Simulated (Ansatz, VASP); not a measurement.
# Pb in VASP and in Ansatz

The input INCAR:

```
PREC = Accurate ; ENCUT = 520
EDIFF = 1E-6 ; ISMEAR = -1
SIGMA = 0.1 ; LREAL = False
LASPH = True ; NELM = 60
ALGO = Normal ; ISIF = 2
LWAVE = False ; LCHARG = False
GGA = CA ; NBANDS = 21
```

The input KPOINTS:

```
Automatic mesh
0
Gamma
  12 12 7
```

The input POSCAR:

```
Pb
1.0
    3.5691403507      0.0000000000      0.0000000000
   -1.7845701754      3.0909662133      0.0000000000
    0.0000000000      0.0000000000      5.8606508542
Pb
2
Direct
    0.3333333333      0.6666666667      0.2500000000
    0.6666666667      0.3333333333      0.7500000000
```

Input for Ansatz:

```yaml
crystal:
  lattice:
    - [3.5691403507, 0.0, 0.0]
    - [-1.7845701754, 3.0909662133, 0.0]
    - [0.0, 0.0, 5.8606508542]
  atoms:
    - { symbol: Pb, position: [0.3333333333, 0.6666666667, 0.25] }
    - { symbol: Pb, position: [0.6666666667, 0.3333333333, 0.75] }
hamiltonian:
  xc: lda
  pseudopotentials:
    kind: paw
    azcp:
      Pb: "pseudopotentials/Pb.paw.azcp"
basis:
  ecutwfc: 420
  fft_grid_basis: typed
kpoints:
  mp_grid: { grid: [12, 12, 7], shift: [0, 0, 0] }
magnetization:
  spin_polarized: false
scf:
  occupations: { method: fermi_dirac, width: 0.1 }
  lower_state_search: "off"
output:
  stress: true
```

Alike in both runs: task single point; functional LDA; k mesh 12 × 12 × 7; occupations fermi-dirac, width 0.1 eV; no spin polarisation.

|  | VASP | Ansatz |
| --- | --- | --- |
| version | VASP 6.6.1 | Ansatz 0.2.0 |
| potentials or method | VASP PAW LDA potentials, release 64 (Pb_d), cutoff 520 eV | plane waves (420 eV) with PAW, scalar-relativistic |
| valence electrons in the cell | 28 | 28 |

VASP gave:

```
pressure (GPa)                                                : -4.3
traceless stress, the component that is largest in VASP (GPa) : 0.66
```

Which values does Ansatz return?

Pressure (GPa): -4.3; traceless stress, the component that is largest in VASP (GPa): 0.69.

Ansatz warns that its potentials were made for another functional, while VASP's fit it. LDA's correlation is that of Perdew and Zunger in VASP and of Perdew and Wang (1992) in Ansatz.

Neither program's run includes spin-orbit coupling.
